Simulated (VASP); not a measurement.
# Ga2S3 (I4/mmm) in VASP: single point with PBEsol

Aim: the single point of Ga2S3 with PBEsol.

Everything below comes from runs of VASP 6.6.1. Logs are shortened: lines on timing, memory, paths and dates and some standing lists are left out, and cuts for length are marked.

## (1) The cell of the first run

Symmetry: I4/mmm, No. 139, tetragonal system. The conventional cell has a = 5.976 Å, b = 5.976 Å, c = 12.494 Å, α = 90.00°, β = 90.00°, γ = 90.00°. Within 2.8 Å of Ga (site symmetry 4mm) lie 1 S at 2.09 Å and 1 Ga at 2.27 Å. Ga (site symmetry -4m2) has 8 S at 2.99 to 3.29 Å and 4 Ga at 3.59 Å within 3.9 Å. Within 2.7 Å of S (site symmetry m2m) lie 1 S at 2.04 Å. Within 2.8 Å of S (site symmetry 4mm) lie 1 Ga at 2.09 Å.

## (2) Single point, PBEsol

Input file INCAR:

```
  ALGO = Normal
  EDIFF = 1E-6
  ENCUT = 520
  GGA = PS
  ISIF = 2
  ISMEAR = -1
  LASPH = True
  LCHARG = False
  LREAL = False
  LWAVE = False
  NBANDS = 55
  NELM = 80
  PREC = Accurate
  SIGMA = 0.03
```

Input file KPOINTS:

```
k-points
0
Gamma
  6 6 6
```

Input file POSCAR:

```
Ga2S3
1.0
   -2.9882314739      2.9882314739      6.2471604213
    2.9882314739     -2.9882314739      6.2471604213
    2.9882314739      2.9882314739     -6.2471604213
Ga S
4 6
Direct
    0.4091948995      0.4091948995      0.0000000000
    0.7500000000      0.2500000000      0.5000000000
    0.5908051005      0.5908051005      0.0000000000
    0.2500000000      0.7500000000      0.5000000000
    0.3297342939      0.0000000000      0.3297342939
    0.2421655424      0.2421655424      0.0000000000
    0.0000000000      0.3297342939      0.3297342939
    0.6702657061      0.0000000000      0.6702657061
    0.7578344576      0.7578344576      0.0000000000
    0.0000000000      0.6702657061      0.6702657061
```

Potentials or basis: VASP PAW PBE potentials, release 64 (Ga_d, S).

The run is started by

```
$ cat potpaw_PBE.64/Ga_d/POTCAR potpaw_PBE.64/S/POTCAR > POTCAR
$ mpirun -np 1 vasp_std > vasp.out
```

OUTCAR:

```text
EDIFF = 1E-6
   ENCUT = 520
   GGA = PS
   ISIF = 2
   ISMEAR = -1
   LASPH = True
   LREAL = False
   NELM = 80
   PREC = Accurate

 ion  position               nearest neighbor table
   1  0.409  0.409  0.000-   6 2.09   3 2.27
   2  0.750  0.250  0.500-
   3  0.591  0.591  0.000-   9 2.09   1 2.27
   4  0.250  0.750  0.500-
   5  0.330  0.000  0.330-   8 2.04   7 2.79  10 2.79
   6  0.242  0.242  0.000-   1 2.09
   7  0.000  0.330  0.330-  10 2.04   5 2.79   8 2.79
   8  0.670  0.000  0.670-   5 2.04   7 2.79  10 2.79
   9  0.758  0.758  0.000-   3 2.09
  10  0.000  0.670  0.670-   7 2.04   5 2.79   8 2.79

  LATTYP: Found a body centered tetragonal cell.
 ALAT       =     5.9764629478
 C/A-ratio  =     2.0905878530

  Lattice vectors:

 A1 = (  -2.9882314739,   2.9882314739,   6.2471604213)
 A2 = (   2.9882314739,  -2.9882314739,   6.2471604213)
 A3 = (   2.9882314739,   2.9882314739,  -6.2471604213)

Analysis of symmetry for initial positions (statically):
=====================================================================
 Subroutine PRICEL returns:
 Original cell was already a primitive cell.

 Routine SETGRP: Setting up the symmetry group for a
 body centered tetragonal supercell.

 Subroutine GETGRP returns: Found 16 space group operations
 (whereof 16 operations were pure point group operations)
 out of a pool of 16 trial point group operations.

The static configuration has the point symmetry D_4h.

Analysis of symmetry for dynamics (positions and initial velocities):
=====================================================================
 Subroutine PRICEL returns:
 Original cell was already a primitive cell.

 Routine SETGRP: Setting up the symmetry group for a
 body centered tetragonal supercell.

 Subroutine GETGRP returns: Found 16 space group operations
 (whereof 16 operations were pure point group operations)
 out of a pool of 16 trial point group operations.

The dynamic configuration has the point symmetry D_4h.

 Subroutine INISYM returns: Found 16 space group operations
 (whereof 16 operations are pure point group operations),
 and found     1 'primitive' translations

----------------------------------------------------------------------------------------

                                     Primitive cell

  volume of cell :     223.1368

  direct lattice vectors                    reciprocal lattice vectors
    -2.988231474  2.988231474  6.247160421     0.000000000  0.167323049  0.080036363
     2.988231474 -2.988231474  6.247160421     0.167323049  0.000000000  0.080036363
     2.988231474  2.988231474 -6.247160421     0.167323049  0.167323049  0.000000000

  length of vectors
     7.542285331  7.542285331  7.542285331     0.185479977  0.185479977  0.236630525

  position of ions in fractional coordinates (direct lattice)
     0.409194900  0.409194900  0.000000000
     0.750000000  0.250000000  0.500000000
     0.590805100  0.590805100  0.000000000
     0.250000000  0.750000000  0.500000000
     0.329734294  0.000000000  0.329734294
     0.242165542  0.242165542  0.000000000
     0.000000000  0.329734294  0.329734294
     0.670265706  0.000000000  0.670265706
     0.757834458  0.757834458  0.000000000
     0.000000000  0.670265706  0.670265706

  ion indices of the primitive-cell ions
   primitive index   ion index
                 1           1
                 2           2
                 3           3
                 4           4
                 5           5
                 6           6
                 7           7
                 8           8
                 9           9
                10          10

----------------------------------------------------------------------------------------

 KPOINTS: k-points

Automatic generation of k-mesh.
 Grid dimensions read from file:
 generate k-points for:    6    6    6

 Generating k-lattice:

  Cartesian coordinates                     Fractional coordinates (reciprocal lattice)
     0.000000000  0.027887175  0.013339394     0.166666667 -0.000000000  0.000000000
     0.027887175  0.000000000  0.013339394    -0.000000000  0.166666667  0.000000000
     0.027887175  0.027887175  0.000000000     0.000000000  0.000000000  0.166666667

  Length of vectors
     0.030913330  0.030913330  0.039438421

  Shift w.r.t. Gamma in fractional coordinates (k-lattice)
     0.000000000  0.000000000  0.000000000

 Subroutine IBZKPT returns following result:
 ===========================================

 Found     30 irreducible k-points:

 Following reciprocal coordinates:
            Coordinates               Weight
  0.000000  0.000000  0.000000      1.000000
  0.166667 -0.000000  0.000000      8.000000
  0.333333  0.000000 -0.000000      8.000000
  0.500000 -0.000000  0.000000      4.000000
  0.166667  0.166667  0.000000      8.000000
  0.333333  0.166667  0.000000     16.000000
[... 16 lines left out ...]
 -0.333333 -0.333333  0.166667      8.000000
 -0.166667 -0.333333  0.166667      8.000000
 [... further k-points ...]
   k-points           NKPTS =     30   k-points in BZ     NKDIM =     30   number of bands    NBANDS=     55
   number of dos      NEDOS =    301   number of ions     NIONS =     10
   total plane-waves  NPLWV = 175616
   dimension x,y,z NGX =    56 NGY =   56 NGZ =   56
   dimension x,y,z NGXF=   112 NGYF=  112 NGZF=  112
   ions per type =               4   6
   NGX,Y,Z   is equivalent  to a cutoff of  12.34, 12.34, 12.34 a.u.
   NGXF,Y,Z  is equivalent  to a cutoff of  24.69, 24.69, 24.69 a.u.
 SYSTEM =  unknown system
   PREC   = accura    normal or accurate (medium, high low for compatibility)
   ISTART =      0    job   : 0-new  1-cont  2-samecut
   ICHARG =      2    charge: 1-file 2-atom 10-const
   ISPIN  =      1    spin polarized calculation?
   LNONCOLLINEAR =      F non collinear calculations
   LSORBIT =      F    spin-orbit coupling
   LASPH  =      T    aspherical Exc in radial PAW
   ENCUT  =  520.0 eV  38.22 Ry    6.18 a.u.  14.02 14.02 14.02*2*pi/ulx,y,z
   NELM   =     80;   NELMIN=  2; NELMDL= -5     # of ELM steps
   EDIFF  = 0.1E-05   stopping-criterion for ELM
   LREAL  =      F    real-space projection
   EDIFFG = 0.1E-04   stopping-criterion for IOM
   NSW    =      0    number of steps for IOM
   IBRION =     -1    ionic relax: 0-MD 1-quasi-New 2-CG
   NFREE  =      0    steps in history (QN), initial steepest desc. (CG)
   ISIF   =      2    stress and relaxation
   ISYM   =      2    0-nonsym 1-usesym 2-fastsym
   POTIM  = 0.5000    time-step for ionic-motion
   TEBEG  =    0.0;   TEEND  =   0.0 temperature during run
   PSTRESS=    0.0 pullay stress
   NELECT =      88.0000    total number of electrons
   NUPDOWN=      -1.0000    fix difference up-down
   EMIN   =  10.00;   EMAX   =-10.00  energy-range for DOS
   EFERMI =   0.00;   METHOD = LEGACY
   ISMEAR =    -1;   SIGMA  =   0.03  broadening in eV -4-tet -1-fermi 0-gaus
   EFERMI_NEDOS =   21; number of points for ismear=-14 and -15
   IALGO  =     38    algorithm
   IMIX   =      4    mixing-type and parameters
     AMIX     =   0.40;   BMIX     =  1.00
     AMIX_MAG =   1.60;   BMIX_MAG =  1.00
  volume/ion in A,a.u.               =      22.31       150.58
  Fermi-wavevector in a.u.,A,eV,Ry     =   1.200546  2.268702 19.610211  1.441310
  Thomas-Fermi vector in A             =   2.336379
   LORBIT       =      0    0 simple, 1 ext, 2 COOP (PROOUT), +10 PAW based schemes
   GGA     = PS    functional components
   LHFCALC =     F    Hartree Fock is set to
   AEXX    =    0.0000 exact exchange contribution
   IVDW    =     0    specifies the selected vdW correction
   LEPSILON=     F    determine dielectric tensor
   LRPA    =     F    only Hartree local field effects (RPA)
 non-spin polarized calculation
  energy-cutoff  :      520.00
  volume of cell :      223.14
 maximum number of plane-waves:      6030
   NGX = 27   NGY = 27   NGZ = 27

 number of electron      88.0000009 magnetization

 Free energy of the ion-electron system (eV)
  ---------------------------------------------------
  ext. energy  EPLUGINS =         0.00000000
  ---------------------------------------------------
  free energy    TOTEN  =       -38.11517392 eV

  energy without entropy =      -38.10179277  energy(sigma->0) =      -38.10848334

 E-fermi :   3.9485     XC(G=0):  -9.6854

 val. band max:        3.9422659461   @ k =   0.3333   0.3333   0.1667
 cond. band min:       3.9516433039   @ k =   0.1667   0.1667   0.1667
 fundamental gap:      0.0093773578
 Fermi energy:         3.9485147813

 k-point     1 :       0.0000    0.0000    0.0000
  band No.  band energies     occupation
      1     -12.4500      2.00000
      2     -11.9127      2.00000
      3     -11.9127      2.00000
      4     -11.8576      2.00000
      5     -11.8294      2.00000
      6     -11.7922      2.00000
[... 47 lines left out ...]
     54       8.1135      0.00000
     55       9.0491      0.00000

 k-point     2 :       0.1667   -0.0000    0.0000
  band No.  band energies     occupation
      1     -12.4484      2.00000
      2     -11.9191      2.00000
      3     -11.9127      2.00000
      4     -11.8559      2.00000
      5     -11.8296      2.00000
      6     -11.7940      2.00000
[... 47 lines left out ...]
     54       8.1212      0.00000
     55       8.6377      0.00000

 k-point     3 :       0.3333    0.0000   -0.0000
  band No.  band energies     occupation
      1     -12.4454      2.00000
      2     -11.9269      2.00000
      3     -11.9127      2.00000
      4     -11.8539      2.00000
      5     -11.8301      2.00000
      6     -11.7948      2.00000
[... 1152 lines left out ...]
 k-point    23 :      -0.3333   -0.3333    0.1667
  band No.  band energies     occupation
      1     -12.4432      2.00000
      2     -11.9206      2.00000
      3     -11.9164      2.00000
      4     -11.8534      2.00000
      5     -11.8298      2.00000
      6     -11.7991      2.00000
[... 47 lines left out ...]
     54       8.3925      0.00000
     55       8.5024      0.00000

 k-point    24 :      -0.1667   -0.3333    0.1667
  band No.  band energies     occupation
      1     -12.4450      2.00000
      2     -11.9193      2.00000
      3     -11.9129      2.00000
      4     -11.8563      2.00000
      5     -11.8295      2.00000
      6     -11.8007      2.00000
[... 47 lines left out ...]
     54       8.0346      0.00000
     55       8.7521      0.00000

 [... further k-points ...]
[... 5 lines left out ...]
  --------------------------------------------------------------------------------------
  -------------------------------------------------------------------------------------
  Total       -0.1155261     -0.1155261     -0.2807018      0.0000000      0.0000000      0.0000000
  in kB       -0.8295061     -0.8295061     -2.0155084      0.0000000      0.0000000      0.0000000
  external PRESSURE =      -1.2248402 kB  Pullay stress =       0.0000000 kB

 VOLUME and BASIS-vectors are now :
 -----------------------------------------------------------------------------
  energy-cutoff  :      520.00
  volume of cell :      223.14
      direct lattice vectors                 reciprocal lattice vectors
    -2.988231474  2.988231474  6.247160421     0.000000000  0.167323049  0.080036363
     2.988231474 -2.988231474  6.247160421     0.167323049  0.000000000  0.080036363
     2.988231474  2.988231474 -6.247160421     0.167323049  0.167323049  0.000000000

 POSITION                                       TOTAL-FORCE (eV/Angst)
 -----------------------------------------------------------------------------------
      0.00000      0.00000      5.11261        -0.000000      0.000000     -0.056252
      0.00000      2.98823      3.12358         0.000000      0.000000     -0.000000
      0.00000      0.00000      7.38171        -0.000000      0.000000      0.056252
      2.98823      0.00000      3.12358        -0.000000      0.000000     -0.000000
      0.00000      1.97064      0.00000         0.000000      0.119123     -0.000000
      0.00000      0.00000      3.02569         0.000000      0.000000      0.062878
      1.97064      0.00000      0.00000         0.119123      0.000000     -0.000000
      0.00000      4.00582      0.00000        -0.000000     -0.119123     -0.000000
      0.00000      0.00000      9.46863        -0.000000      0.000000     -0.062878
      4.00582      0.00000      0.00000        -0.119123     -0.000000     -0.000000
 -----------------------------------------------------------------------------------
    total drift:                                0.000000     -0.000000      0.000000

  FREE ENERGIE OF THE ION-ELECTRON SYSTEM (eV)
  ---------------------------------------------------
  free  energy   TOTEN  =       -38.1151739165 eV

  energy  without entropy=      -38.1017927734  energy(sigma->0) =      -38.10848334
```

Wall time 16 min (1 thread of Oxide Virtual Turin-like, shared host); peak memory 0.53 GiB.

What came out:

- Free energy: -38.1152 eV
- Pressure: -0.1 GPa
- Largest force: 0.119 eV/Å
- Band gap on the k mesh: zero (band 44 reaches 4.05 eV, above the bottom of band 45 at 3.86 eV)

Forces in eV/Å, atoms in the order of the input:
```
Ga   0.000  0.000 -0.056
Ga   0.000  0.000  0.000
Ga   0.000  0.000  0.056
Ga   0.000  0.000  0.000
S    0.000  0.119  0.000
S    0.000  0.000  0.063
S    0.119  0.000  0.000
S    0.000 -0.119  0.000
S    0.000  0.000 -0.063
S   -0.119  0.000  0.000
```

Caveat: the PAW data sets were made with another functional, which shifts forces and pressure a little.
